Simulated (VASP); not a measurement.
# Fe (Im-3m) in VASP: further runs, part 2 of 2

VASP 6.6.1. The steps go on from the part before.

## Step 3: Single point, PBEsol+D4, collinear spin, ferromagnetic start

This run uses another cell than the first one, of 10.65 Å³/atom.

Input file INCAR:

```
ALGO = Normal ; EDIFF = 1E-7
ENCUT = 520 ; GGA = PS
ISIF = 2 ; ISMEAR = -1
ISPIN = 2 ; IVDW = 13
LASPH = True ; LCHARG = False
LMAXMIX = 4 ; LORBIT = 11
LREAL = False ; LWAVE = False
MAGMOM = 3 ; NBANDS = 14
NELM = 150 ; PREC = Accurate
SIGMA = 0.05
```

Input file KPOINTS:

```
k-points
0
Gamma
  13 13 13
```

Input file POSCAR:

```
Fe
1.0
   -1.3861193818      1.3861193818      1.3861193818
    1.3861193818     -1.3861193818      1.3861193818
    1.3861193818      1.3861193818     -1.3861193818
Fe
1
Direct
    0.0000000000      0.0000000000      0.0000000000
```

Potentials or basis: VASP PAW PBE potentials, release 64 (Fe).

Launch:

```sh
> cat potpaw_PBE.64/Fe/POTCAR > POTCAR
> mpirun -np 1 vasp_std > vasp.out
```

OUTCAR:

```text
EDIFF = 1E-7
   ENCUT = 520
   GGA = PS
   ISIF = 2
   ISMEAR = -1
   ISPIN = 2
   IVDW = 13
   LASPH = True
   LORBIT = 11
   LREAL = False
   NELM = 150
   PREC = Accurate

 ion  position               nearest neighbor table
   1  0.000  0.000  0.000-

  LATTYP: Found a body centered cubic cell.
 ALAT       =     2.7722387636

  Lattice vectors:

 A1 = (  -1.3861193818,   1.3861193818,   1.3861193818)
 A2 = (   1.3861193818,  -1.3861193818,   1.3861193818)
 A3 = (   1.3861193818,   1.3861193818,  -1.3861193818)

Analysis of symmetry for initial positions (statically):
=====================================================================
 Subroutine PRICEL returns:
 Original cell was already a primitive cell.

 Routine SETGRP: Setting up the symmetry group for a
 body centered cubic supercell.

 Subroutine GETGRP returns: Found 48 space group operations
 (whereof 48 operations were pure point group operations)
 out of a pool of 48 trial point group operations.

The static configuration has the point symmetry O_h .

Analysis of symmetry for dynamics (positions and initial velocities):
=====================================================================
 Subroutine PRICEL returns:
 Original cell was already a primitive cell.

 Routine SETGRP: Setting up the symmetry group for a
 body centered cubic supercell.

 Subroutine GETGRP returns: Found 48 space group operations
 (whereof 48 operations were pure point group operations)
 out of a pool of 48 trial point group operations.

The dynamic configuration has the point symmetry O_h .

Analysis of structural, dynamic, and magnetic symmetry:
=====================================================================
 Subroutine PRICEL returns:
 Original cell was already a primitive cell.

 Routine SETGRP: Setting up the symmetry group for a
 body centered cubic supercell.

 Subroutine GETGRP returns: Found 48 space group operations
 (whereof 48 operations were pure point group operations)
 out of a pool of 48 trial point group operations.

The overall configuration has the point symmetry O_h .

 Subroutine INISYM returns: Found 48 space group operations
 (whereof 48 operations are pure point group operations),
 and found     1 'primitive' translations

----------------------------------------------------------------------------------------

                                     Primitive cell

  volume of cell :      10.6528

  direct lattice vectors                    reciprocal lattice vectors
    -1.386119382  1.386119382  1.386119382     0.000000000  0.360719291  0.360719291
     1.386119382 -1.386119382  1.386119382     0.360719291  0.000000000  0.360719291
     1.386119382  1.386119382 -1.386119382     0.360719291  0.360719291  0.000000000

  length of vectors
     2.400829195  2.400829195  2.400829195     0.510134113  0.510134113  0.510134113

  position of ions in fractional coordinates (direct lattice)
     0.000000000  0.000000000  0.000000000

  ion indices of the primitive-cell ions
   primitive index   ion index
                 1           1

----------------------------------------------------------------------------------------

 KPOINTS: k-points

Automatic generation of k-mesh.
 Grid dimensions read from file:
 generate k-points for:   13   13   13

 Generating k-lattice:

[... 69 lines left out ...]
   POTIM  = 0.5000    time-step for ionic-motion
   TEBEG  =    0.0;   TEEND  =   0.0 temperature during run
   PSTRESS=    0.0 pullay stress
   NELECT =       8.0000    total number of electrons
   NUPDOWN=      -1.0000    fix difference up-down
   EMIN   =  10.00;   EMAX   =-10.00  energy-range for DOS
   EFERMI =   0.00;   METHOD = LEGACY
   ISMEAR =    -1;   SIGMA  =   0.05  broadening in eV -4-tet -1-fermi 0-gaus
   EFERMI_NEDOS =   21; number of points for ismear=-14 and -15
   IALGO  =     38    algorithm
   IMIX   =      4    mixing-type and parameters
     AMIX     =   0.40;   BMIX     =  1.00
     AMIX_MAG =   1.60;   BMIX_MAG =  1.00
  volume/ion in A,a.u.               =      10.65        71.89
  Fermi-wavevector in a.u.,A,eV,Ry     =   1.488050  2.812007 30.127283  2.214293
  Thomas-Fermi vector in A             =   2.601134
   LORBIT       =     11    0 simple, 1 ext, 2 COOP (PROOUT), +10 PAW based schemes
   GGA     = PS    functional components
   LHFCALC =     F    Hartree Fock is set to
   AEXX    =    0.0000 exact exchange contribution
   IVDW    =    13    specifies the selected vdW correction
   LEPSILON=     F    determine dielectric tensor
   LRPA    =     F    only Hartree local field effects (RPA)
 spin polarized calculation
  energy-cutoff  :      520.00
  volume of cell :       10.65
 maximum number of plane-waves:       321
 NGX is ok and might be reduce to    18
   NGX =  9   NGY =  9   NGZ =  9

 number of electron       7.9999999 magnetization       2.0477725

 Free energy of the ion-electron system (eV)
  ---------------------------------------------------
  ext. energy  EPLUGINS =         0.00000000
  ---------------------------------------------------
  free energy    TOTEN  =        -8.92092170 eV

  energy without entropy =       -8.91229480  energy(sigma->0) =       -8.91660825

 E-fermi :   6.4184     XC(G=0): -13.6492

 val. band max:        6.4180058834   @ k =  -0.3077   0.3077   0.2308
 cond. band min:       6.4186870302   @ k =  -0.2308   0.3077   0.1538
 fundamental gap:      0.0006811468
 Fermi energy:         6.4184355356

 spin component 1

 k-point     1 :       0.0000    0.0000    0.0000
  band No.  band energies     occupation
      1      -2.5510      1.00000
      2       3.9363      1.00000
      3       3.9363      1.00000
      4       3.9363      1.00000
      5       5.3252      1.00000
      6       5.3252      1.00000
      7      31.9127      0.00000
      8      31.9127      0.00000
      9      31.9127      0.00000
     10      37.4469      0.00000
     11      37.4469      0.00000
     12      40.1125      0.00000
     13      40.1125      0.00000
     14      40.1125      0.00000
[... 379 lines left out ...]
      3       3.4492      1.00000
      4       5.2704      1.00000
      5       5.4486      1.00000
      6       6.6212      0.01704
      7      20.4032      0.00000
      8      24.4265      0.00000
      9      26.7617      0.00000
     10      33.9103      0.00000
     11      38.5332      0.00000
     12      40.6209      0.00000
     13      42.6416      0.00000
     14      46.2588      0.00000

 [... further k-points ...]

 spin component 2

 k-point     1 :       0.0000    0.0000    0.0000
  band No.  band energies     occupation
      1      -2.2915      1.00000
      2       5.7102      1.00000
      3       5.7103      1.00000
      4       5.7103      1.00000
      5       7.8557      0.00000
      6       7.8557      0.00000
      7      31.8417      0.00000
      8      31.8417      0.00000
      9      31.8417      0.00000
     10      37.7731      0.00000
     11      37.7731      0.00000
     12      40.8094      0.00000
     13      40.8094      0.00000
     14      40.8094      0.00000
[... 379 lines left out ...]
      3       4.9151      1.00000
      4       7.6616      0.00000
      5       7.9970      0.00000
      6       8.4503      0.00000
      7      21.1994      0.00000
      8      24.9008      0.00000
      9      27.4654      0.00000
     10      34.0760      0.00000
     11      39.1409      0.00000
     12      40.9485      0.00000
     13      43.0302      0.00000
     14      46.8311      0.00000

 [... further k-points ...]

------------------------ aborting loop because EDIFF is reached ----------------------------------------

  DFT-D4 for vdW energy calculation

  Edisp (eV):   -0.21573

  FORCE on cell =-STRESS in cart. coord.  units (eV):
  Direction    XX          YY          ZZ          XY          YZ          ZX
  --------------------------------------------------------------------------------------
  -------------------------------------------------------------------------------------
  Total      -0.00137    -0.00137    -0.00137     0.00000     0.00000    -0.00000
  in kB      -0.20555    -0.20555    -0.20555     0.00000     0.00000    -0.00000
  external pressure =       -0.21 kB  Pullay stress =        0.00 kB

 VOLUME and BASIS-vectors are now :
 -----------------------------------------------------------------------------
  energy-cutoff  :      520.00
  volume of cell :       10.65
      direct lattice vectors                 reciprocal lattice vectors
    -1.386119382  1.386119382  1.386119382     0.000000000  0.360719291  0.360719291
     1.386119382 -1.386119382  1.386119382     0.360719291  0.000000000  0.360719291
     1.386119382  1.386119382 -1.386119382     0.360719291  0.360719291  0.000000000

 POSITION                                       TOTAL-FORCE (eV/Angst)
 -----------------------------------------------------------------------------------
      0.00000      0.00000      0.00000        -0.000000      0.000000     -0.000000
 -----------------------------------------------------------------------------------
    total drift:                                0.000000     -0.000000      0.000000

  FREE ENERGIE OF THE ION-ELECTRON SYSTEM (eV)
  ---------------------------------------------------
  free  energy   TOTEN  =        -9.1366527241 eV

  energy  without entropy=       -9.1280258304  energy(sigma->0) =       -9.13233928

 total charge

# of ion       s       p       d       tot
------------------------------------------
    1        0.518   0.604   6.293   7.415

 magnetization (x)

# of ion       s       p       d       tot
------------------------------------------
    1       -0.013  -0.051   2.091   2.028
```

stdout:

```text
POSCAR found type information on POSCAR Fe
 POSCAR found :  1 types and       1 ions
 scaLAPACK will be used
 -----------------------------------------------------------------------------
|                                                                             |
|                                                                             |
|     You enforced a specific xc type in the INCAR file but a different       |
|     I HOPE YOU KNOW WHAT YOU ARE DOING!                                     |
|                                                                             |
 -----------------------------------------------------------------------------

 LDA part: xc-table for (Slater+PW92), standard interpolation
 POSCAR, INCAR and KPOINTS ok, starting setup
 FFT: planning ... GRIDC
 FFT: planning ... GRID_SOFT
 FFT: planning ... GRID
 WAVECAR not read
 entering main loop
```

Run time: 26 s. Hardware: 1 thread of Intel Xeon 8259CL, shared host; peak memory 0.14 GiB.

What came out:

- Free energy: -9.1367 eV
- Pressure: 0.0 GPa
- Net moment: 2.05 μB per cell
- Site moments: Fe +2.03 μB
- Valence electrons inside the program's atomic spheres: Fe 7.42
- Dispersion energy per atom: -0.216 eV

Caveat: the PAW data sets were made with another functional, which shifts forces and pressure a little.

## Step 4: Single point, revPBE+D3(BJ), collinear spin, ferromagnetic start

This run uses another cell than the first one, of 10.97 Å³/atom.

Input file INCAR:

```
PREC = Accurate ; ENCUT = 520
EDIFF = 1E-6 ; ISMEAR = -1
SIGMA = 0.05 ; LREAL = F
LASPH = T ; NELM = 150
ALGO = Normal ; ISIF = 2
LWAVE = F ; LCHARG = F
ISPIN = 2 ; MAGMOM = 3
LORBIT = 11 ; LMAXMIX = 4
GGA = RE ; IVDW = 12
NBANDS = 14
```

Input file KPOINTS:

```
Automatic mesh
0
Gamma
  13 13 13
```

Input file POSCAR:

```
Fe
1.0
   -1.3998134160      1.3998134160      1.3998134160
    1.3998134160     -1.3998134160      1.3998134160
    1.3998134160      1.3998134160     -1.3998134160
Fe
1
Direct
    0.0000000000      0.0000000000      0.0000000000
```

Potentials or basis: VASP PAW PBE potentials, release 64 (Fe).

Launch:

```sh
> cat potpaw_PBE.64/Fe/POTCAR > POTCAR
> mpirun -np 1 vasp_std > vasp.out
```

OUTCAR:

```text
PREC = Accurate
   ENCUT = 520
   EDIFF = 1E-6
   ISMEAR = -1
   LREAL = F
   LASPH = T
   NELM = 150
   ISIF = 2
   ISPIN = 2
   LORBIT = 11
   GGA = RE
   IVDW = 12
 IVDW          = 12

 ion  position               nearest neighbor table
   1  0.000  0.000  0.000-

  LATTYP: Found a body centered cubic cell.
 ALAT       =     2.7996268320

  Lattice vectors:

 A1 = (  -1.3998134160,   1.3998134160,   1.3998134160)
 A2 = (   1.3998134160,  -1.3998134160,   1.3998134160)
 A3 = (   1.3998134160,   1.3998134160,  -1.3998134160)

Analysis of symmetry for initial positions (statically):
=====================================================================
 Subroutine PRICEL returns:
 Original cell was already a primitive cell.

 Routine SETGRP: Setting up the symmetry group for a
 body centered cubic supercell.

 Subroutine GETGRP returns: Found 48 space group operations
 (whereof 48 operations were pure point group operations)
 out of a pool of 48 trial point group operations.

The static configuration has the point symmetry O_h .

Analysis of symmetry for dynamics (positions and initial velocities):
=====================================================================
 Subroutine PRICEL returns:
 Original cell was already a primitive cell.

 Routine SETGRP: Setting up the symmetry group for a
 body centered cubic supercell.

 Subroutine GETGRP returns: Found 48 space group operations
 (whereof 48 operations were pure point group operations)
 out of a pool of 48 trial point group operations.

The dynamic configuration has the point symmetry O_h .

Analysis of structural, dynamic, and magnetic symmetry:
=====================================================================
 Subroutine PRICEL returns:
 Original cell was already a primitive cell.

 Routine SETGRP: Setting up the symmetry group for a
 body centered cubic supercell.

 Subroutine GETGRP returns: Found 48 space group operations
 (whereof 48 operations were pure point group operations)
 out of a pool of 48 trial point group operations.

The overall configuration has the point symmetry O_h .

 Subroutine INISYM returns: Found 48 space group operations
[... 162 lines left out ...]
      9      31.6398      0.00000
     10      36.9537      0.00000
     11      36.9537      0.00000
     12      39.5104      0.00000
     13      39.5105      0.00000
     14      39.5105      0.00000
[... 379 lines left out ...]
      3       3.4739      1.00000
      4       5.1376      1.00000
      5       5.2903      1.00000
      6       6.4890      0.02467
      7      20.0882      0.00000
      8      24.1249      0.00000
      9      26.3209      0.00000
     10      33.5320      0.00000
     11      37.9491      0.00000
     12      40.0780      0.00000
     13      42.0491      0.00000
     14      45.5964      0.00000

 [... further k-points ...]

 spin component 2

 k-point     1 :       0.0000    0.0000    0.0000
  band No.  band energies     occupation
      1      -2.2047      1.00000
      2       5.7589      0.99998
      3       5.7591      0.99998
      4       5.7591      0.99998
      5       7.9394      0.00000
      6       7.9396      0.00000
      7      31.3429      0.00000
      8      31.3429      0.00000
      9      31.3429      0.00000
     10      37.1232      0.00000
     11      37.1232      0.00000
     12      40.0932      0.00000
     13      40.0932      0.00000
     14      40.0933      0.00000
[... 379 lines left out ...]
      3       4.9816      1.00000
      4       7.7281      0.00000
      5       8.0713      0.00000
      6       8.3711      0.00000
      7      20.7948      0.00000
      8      24.4645      0.00000
      9      26.9833      0.00000
     10      33.5009      0.00000
     11      38.4717      0.00000
     12      40.2755      0.00000
     13      42.3147      0.00000
     14      46.0765      0.00000

 [... further k-points ...]

------------------------ aborting loop because EDIFF is reached ----------------------------------------

 Edisp (eV)   -0.70779

 E8    (eV) :    -0.5013

  FORCE on cell =-STRESS in cart. coord.  units (eV):
  Direction    XX          YY          ZZ          XY          YZ          ZX
  --------------------------------------------------------------------------------------
  -------------------------------------------------------------------------------------
  Total      -0.00919    -0.00919    -0.00919     0.00000     0.00000     0.00000
  in kB      -1.34240    -1.34240    -1.34240     0.00000     0.00000     0.00000
  external pressure =       -1.34 kB  Pullay stress =        0.00 kB

 VOLUME and BASIS-vectors are now :
 -----------------------------------------------------------------------------
  energy-cutoff  :      520.00
  volume of cell :       10.97
      direct lattice vectors                 reciprocal lattice vectors
    -1.399813416  1.399813416  1.399813416     0.000000000  0.357190461  0.357190461
     1.399813416 -1.399813416  1.399813416     0.357190461  0.000000000  0.357190461
     1.399813416  1.399813416 -1.399813416     0.357190461  0.357190461  0.000000000

 POSITION                                       TOTAL-FORCE (eV/Angst)
 -----------------------------------------------------------------------------------
      0.00000      0.00000      0.00000         0.000000      0.000000      0.000000
 -----------------------------------------------------------------------------------
    total drift:                                0.000000     -0.000000      0.000000

  FREE ENERGIE OF THE ION-ELECTRON SYSTEM (eV)
  ---------------------------------------------------
  free  energy   TOTEN  =        -8.5477265572 eV

  energy  without entropy=       -8.5392184079  energy(sigma->0) =       -8.54347248

 total charge

# of ion       s       p       d       tot
------------------------------------------
    1        0.502   0.573   6.264   7.339

 magnetization (x)

# of ion       s       p       d       tot
------------------------------------------
    1       -0.014  -0.061   2.173   2.097
```

stdout:

```text
POSCAR found type information on POSCAR Fe
 POSCAR found :  1 types and       1 ions
 scaLAPACK will be used
 -----------------------------------------------------------------------------
|                                                                             |
|                                                                             |
|     You enforced a specific xc type in the INCAR file but a different       |
|     I HOPE YOU KNOW WHAT YOU ARE DOING!                                     |
|                                                                             |
 -----------------------------------------------------------------------------

 LDA part: xc-table for (Slater+PW92), standard interpolation
 POSCAR, INCAR and KPOINTS ok, starting setup
 FFT: planning ... GRIDC
 FFT: planning ... GRID_SOFT
 FFT: planning ... GRID
 WAVECAR not read
 entering main loop
```

Run time: 31 s. Hardware: 1 thread of Intel Xeon 8259CL, shared host; peak memory 0.15 GiB.

Results:

| Item | Value |
| --- | --- |
| Free energy | -8.5477 eV |
| Pressure | -0.1 GPa |
| Net moment | 2.10 μB per cell |
| Site moments | Fe +2.10 μB |
| Valence electrons inside the program's atomic spheres | Fe 7.34 |
| Dispersion energy per atom | -0.708 eV |

Caveat: the PAW data sets were made with another functional, which shifts forces and pressure a little.

## Step 5: Summary

| level | cell | k mesh | grid for exact exchange (PRECFOCK) | share of exact exchange | gap on the mesh (eV) | pressure (GPa) | moment (μB) |
| --- | --- | --- | --- | --- | --- | --- | --- |
| HF | a = 2.516 Å, angles 109.5°, 1 atom | 7 × 7 × 7 | Normal | 1 | none | 42.8 | 3.17 |
| PBEsol+D4 | a = 2.401 Å, angles 109.5°, 1 atom | 13 × 13 × 13 | - | - | none | 0.0 | 2.05 |
| revPBE+D3(BJ) | a = 2.425 Å, angles 109.5°, 1 atom | 13 × 13 × 13 | - | - | none | -0.1 | 2.10 |

Alike in all rows: task single point; potentials or basis VASP PAW PBE potentials, release 64 (Fe); spin collinear, ferromagnetic start; cutoff (eV) 520; smearing fermi-dirac 0.05 eV.

Caveats: some runs use coarse meshes; the PAW data sets were made with another functional, which shifts forces and pressure a little.

Total energies depend on the potentials used, so only differences within one code and one set of settings carry meaning.
